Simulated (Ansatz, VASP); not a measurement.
**Two plane-wave programs on Rb**

```
Rb
1.0
     0.00000    3.14198    3.14198
     3.14198    0.00000    3.14198
     3.14198    3.14198    0.00000
Rb
1
Direct
  0.00000 0.00000 0.00000
```

Change from the starting cell: volume scaled by 0.68, norm-conserving files.

Alike in both runs: task single point; functional PBE; k mesh 10 × 10 × 10; occupations fermi-dirac, width 0.08 eV; no spin polarisation.

```csv
,VASP,Ansatz
version,VASP 6.6.1,Ansatz 0.2.0
potentials or method,"VASP PAW PBE potentials, release 64 (Rb_sv)","norm-conserving pseudopotentials, scalar-relativistic"
plane-wave cutoff (eV),520,630
valence electrons in the cell,9,9
```

|  | VASP | Ansatz | Ansatz less VASP |
| --- | --- | --- | --- |
| pressure (GPa) | 2.2 | 2.2 | 0.00 |

The functional is the same, so the differences come from potentials, cutoffs and numerics.
